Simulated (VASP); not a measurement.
# Pt (P6_3/mmc) in VASP: vibrations by perturbation theory with PBE

Aim: the vibrations by perturbation theory of Pt with PBE.

Program: VASP 6.6.1. These are calculated values, not measurements. Logs are shortened: lines on timing, memory, paths and dates and some standing lists are left out, and cuts for length are marked.

### Step 1. The cell of the first run

The structure is hexagonal, space group P6_3/mmc (No. 194). Conventional cell: a = 2.759 Å, b = 2.759 Å, c = 4.781 Å, α = 90.00°, β = 90.00°, γ = 120.00°. Pt (site symmetry -6m2) has 12 Pt at 2.76 to 2.87 Å within 3.6 Å.

This isn't the form of Pt at room conditions, which is fcc.

### Step 2. Vibrations by perturbation theory, PBE

Input file INCAR:

```
ALGO = Fast
EDIFF = 1E-8
ENCUT = 520
GGA = PE
IBRION = 8
ISIF = 2
ISMEAR = 0
LASPH = T
LCHARG = F
LREAL = F
LWAVE = F
NELM = 60
NSW = 1
PREC = Accurate
SIGMA = 0.15
```

Input file KPOINTS:

```
k-points
0
Gamma
  18 18 10
```

Input file POSCAR:

```
Pt
1.0
    2.7585396153      0.0000000000      0.0000000000
   -1.3792698077      2.3889653842      0.0000000000
    0.0000000000      0.0000000000      4.7813829964
Pt
2
Direct
    0.6666666667      0.3333333333      0.7500000000
    0.3333333333      0.6666666667      0.2500000000
```

Potentials or basis: VASP PAW PBE potentials, release 64 (Pt).

Started as:

```
cat potpaw_PBE.64/Pt/POTCAR > POTCAR
mpirun -np 1 vasp_std > vasp.out
```

OUTCAR:

```text
EDIFF = 1E-8
   ENCUT = 520
   GGA = PE
   IBRION = 8
   ISIF = 2
   ISMEAR = 0
   LASPH = T
   LREAL = F
   NELM = 60
   NSW = 1
   PREC = Accurate

 ion  position               nearest neighbor table
   1  0.667  0.333  0.750-   2 2.87   2 2.87   2 2.87   2 2.87   2 2.87   2 2.87
   2  0.333  0.667  0.250-   1 2.87   1 2.87   1 2.87   1 2.87   1 2.87   1 2.87

  LATTYP: Found a hexagonal cell.
 ALAT       =     2.7585396153
 C/A-ratio  =     1.7333022770

  Lattice vectors:

 A1 = (   2.7585396153,   0.0000000000,   0.0000000000)
 A2 = (  -1.3792698077,   2.3889653842,   0.0000000000)
 A3 = (   0.0000000000,   0.0000000000,   4.7813829964)

Analysis of symmetry for initial positions (statically):
=====================================================================
 Subroutine PRICEL returns:
 Original cell was already a primitive cell.

 Routine SETGRP: Setting up the symmetry group for a
 hexagonal supercell.

 Subroutine GETGRP returns: Found 24 space group operations
 (whereof 12 operations were pure point group operations)
 out of a pool of 24 trial point group operations.

The static configuration has the point symmetry D_3d.
 The point group associated with its full space group is D_6h.

Analysis of symmetry for dynamics (positions and initial velocities):
=====================================================================
 Subroutine PRICEL returns:
 Original cell was already a primitive cell.

 Routine SETGRP: Setting up the symmetry group for a
 hexagonal supercell.

 Subroutine GETGRP returns: Found 24 space group operations
 (whereof 12 operations were pure point group operations)
 out of a pool of 24 trial point group operations.

The dynamic configuration has the point symmetry D_3d.
 The point group associated with its full space group is D_6h.

 Subroutine INISYM returns: Found 24 space group operations
 (whereof 12 operations are pure point group operations),
 and found     1 'primitive' translations

----------------------------------------------------------------------------------------

[... 581 lines left out ...]
 -----------------------------------------------------------------------------------
      1.37927      0.79632      3.58604         0.000000      0.000000      0.000000
     -0.00000      1.59264      1.19535        -0.000000      0.000000      0.000000
 -----------------------------------------------------------------------------------
    total drift:                               -0.000000      0.000000     -0.000000

  FREE ENERGIE OF THE ION-ELECTRON SYSTEM (eV)
  ---------------------------------------------------
  free  energy   TOTEN  =       -12.1017170824 eV

  energy  without entropy=      -12.0593343738  energy(sigma->0) =      -12.08052573

[... ionic steps 2 to 3 ...]

--------------------------------------- Ionic step        4  -------------------------------------------

------------------------ aborting loop because EDIFF is reached ----------------------------------------

[... ionic steps 5 to 5 ...]

--------------------------------------- Ionic step        6  -------------------------------------------

 Free energy of the ion-electron system (eV)
  ---------------------------------------------------
  ---------------------------------------------------
  free energy    TOTEN  =        -0.28274343 eV

  energy without entropy =       -0.28274343

------------------------ aborting loop because EDIFF is reached ----------------------------------------

 INTERNAL STRAIN TENSOR  FOR ION    1  DIRECTION 3   (eV/Angst):
 -----------------------------------------------------------------------------
     0.04302 -0.00000  0.00000
    -0.00000  0.04302 -0.00000
     0.00000 -0.00000 -0.08082

 INTERNAL STRAIN TENSOR FOR ION    2 for displacements in x,y,z  (eV/Angst):
          X           Y           Z          XY          YZ          ZX
  --------------------------------------------------------------------------------
  x     0.00000    -0.00000     0.00000    -0.25022     0.00000     0.00000
  y    -0.25022     0.25022     0.00000    -0.00000     0.00000     0.00000
  z     0.00000     0.00000    -0.00000     0.00000     0.00000     0.00000

 SECOND DERIVATIVES (NOT SYMMETRIZED)
 ------------------------------------
               1X          1Y          1Z          2X          2Y          2Z
  1X     0.207818   -0.000000    0.000000   -0.207818    0.000000    0.000000
  1Y    -0.000000    0.207818    0.000000    0.000000   -0.207818    0.000000
  1Z    -0.000000    0.000000   -9.892902    0.000000    0.000000    9.892902
  2X    -0.207818    0.000000    0.000000    0.207818   -0.000000    0.000000
  2Y     0.000000   -0.207818    0.000000   -0.000000    0.207818    0.000000
  2Z     0.000000    0.000000    9.892902   -0.000000    0.000000   -9.892902

 Eigenvectors and eigenvalues of the dynamical matrix
 ----------------------------------------------------

   1 f  =    4.978760 THz    31.282473 2PiTHz  166.073565 cm-1    20.590489 meV
             X         Y         Z           dx          dy          dz
      1.379270  0.796322  3.586037    -0.000000    0.000000   -0.707107
     -0.000000  1.592644  1.195346     0.000000    0.000000    0.707107
[... 11 lines left out ...]
   4 f  =    0.000000 THz     0.000000 2PiTHz    0.000000 cm-1     0.000000 meV
             X         Y         Z           dx          dy          dz
      1.379270  0.796322  3.586037     0.000000    0.000000    0.707107
     -0.000000  1.592644  1.195346    -0.000000    0.000000    0.707107

   5 f/i=    0.721608 THz     4.533994 2PiTHz   24.070237 cm-1     2.984328 meV
             X         Y         Z           dx          dy          dz
      1.379270  0.796322  3.586037     0.521680    0.477337   -0.000000
     -0.000000  1.592644  1.195346    -0.521680   -0.477337    0.000000

   6 f/i=    0.721608 THz     4.533994 2PiTHz   24.070237 cm-1     2.984328 meV
             X         Y         Z           dx          dy          dz
      1.379270  0.796322  3.586037     0.477337   -0.521680   -0.000000
     -0.000000  1.592644  1.195346    -0.477337    0.521680    0.000000

--------------------------------------------------------------------------------------------------------

 ELASTIC MODULI CONTR FROM IONIC RELAXATION (kBar)
 Direction    XX          YY          ZZ          XY          YZ          ZX
 --------------------------------------------------------------------------------
 XX          -0.0000      0.0000     -0.0000     -0.0000      0.0000      0.0000
 YY           0.0000     -0.0000      0.0000      0.0000      0.0000     -0.0000
 ZZ          -0.0000      0.0000     -0.0000     -0.0000      0.0000      0.0000
 XY          -0.0000      0.0000     -0.0000     -0.0000      0.0000      0.0000
 YZ           0.0000      0.0000      0.0000      0.0000      0.0000      0.0000
 ZX           0.0000     -0.0000      0.0000      0.0000      0.0000     -0.0000
 --------------------------------------------------------------------------------
```

OSZICAR:

```text
N       E                     dE             d eps       ncg     rms          rms(c)
DAV:   1     0.103695740073E+03    0.10370E+03   -0.10646E+04  6216   0.137E+03
DAV:   2    -0.110628038910E+02   -0.11476E+03   -0.10991E+03  7116   0.277E+02
DAV:   3    -0.128521501481E+02   -0.17893E+01   -0.17700E+01  7302   0.358E+01
DAV:   4    -0.128612919613E+02   -0.91418E-02   -0.91404E-02  7158   0.267E+00
[... 44 lines left out ...]
RMM:  10    -0.282743087013E+00   -0.89699E-06   -0.48330E-07 15212   0.180E-04    0.330E-05
RMM:  11    -0.282743454831E+00   -0.36782E-06   -0.38730E-07 15263   0.825E-05    0.441E-06
RMM:  12    -0.282743452044E+00    0.27871E-08   -0.16106E-07 15338   0.371E-05    0.283E-06
RMM:  13    -0.282743433959E+00    0.18085E-07   -0.22899E-08 14578   0.267E-05    0.150E-06
RMM:  14    -0.282743426601E+00    0.73581E-08    0.42507E-09 14742   0.262E-05    0.294E-07
 Linear response finished
```

stdout:

```text
POSCAR found type information on POSCAR Pt
 POSCAR found :  1 types and       2 ions
 scaLAPACK will be used
 LDA part: xc-table for (Slater+PW92), standard interpolation
 POSCAR, INCAR and KPOINTS ok, starting setup
 FFT: planning ... GRIDC
 FFT: planning ... GRID_SOFT
 FFT: planning ... GRID
 WAVECAR not read
 entering main loop
 Linear response reoptimize wavefunctions to high precision
 Linear response DOF=           2
 Linear response progress:
 first order change of Fermi-energy  -0.90295E-05
 force on displaced ion       1 direction 1 :   0.208   0.001   0.000
 Linear response progress:
 first order change of Fermi-energy   0.19391E-03
 force on displaced ion       1 direction 3 :   0.000  -0.000  -9.893
 Linear response finished
```

Run time: 16 min. Hardware: 1 thread of Oxide Virtual Turin-like, shared host; peak memory 0.84 GiB.

What came out:

| Property | Result |
| --- | --- |
| Highest phonon frequency at Γ | 166 cm⁻¹ |
| Most unstable mode | 24i cm⁻¹ |

Phonon frequencies in cm⁻¹ (negative: imaginary):
```csv
q point,frequencies
"(0.000, 0.000, 0.000)",-24 -24 0 0 0 166
```

Caveat: some modes are imaginary; spin-orbit coupling is left out, which moves the levels of the heavy elements.
